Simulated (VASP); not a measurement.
Set up this calculation in VASP 6.6.1, as the native input.

| Quantity | Value |
| --- | --- |
| Task | single point |
| Functional | PBEsol |
| Potentials or basis | VASP PAW PBE potentials, release 64 (K_sv, Cl) |
| Cutoff | 500 eV |
| k mesh | 8 × 8 × 8 |
| Occupations | gaussian, width 0.05 eV |
| Spin | no spin polarisation |
| Dipole correction | no |
| Further INCAR settings | ALGO = Normal; EDIFF = 1e-06; NBANDS = 15 |

The structure of KCl lies in POSCAR:

```
KCl
1.0
    0.0000000000      3.0795407030      3.0795407030
    3.0795407030      0.0000000000      3.0795407030
    3.0795407030      3.0795407030      0.0000000000
K Cl
1 1
Direct
    0.0000000000      0.0000000000      0.0000000000
    0.5000000000      0.5000000000      0.5000000000
```

The input as run:

INCAR

```
ALGO = Normal
EDIFF = 1E-6
ENCUT = 500
GGA = PS
GGA_COMPAT = False
ISIF = 2
ISMEAR = 0
LASPH = True
LCHARG = False
LREAL = False
LWAVE = False
NBANDS = 15
NELM = 120
PREC = Accurate
SIGMA = 0.05
```

KPOINTS

```
k-points
0
Gamma
  8 8 8
```

Potentials or basis: VASP PAW PBE potentials, release 64 (K_sv, Cl).

Run with:

```sh
$ cat potpaw_PBE.64/K_sv/POTCAR potpaw_PBE.64/Cl/POTCAR > POTCAR
$ mpirun -np 1 vasp_std > vasp.out
```

Results of the run:

```
Pressure               : 0.9 GPa
Band gap on the k mesh : 5.23 eV
```

Caveat: the PAW data sets were made with another functional, which shifts forces and pressure a little.

It took 30 s on 1 thread of Intel Xeon 8259CL, with other jobs on the host, peak memory 0.18 GiB.
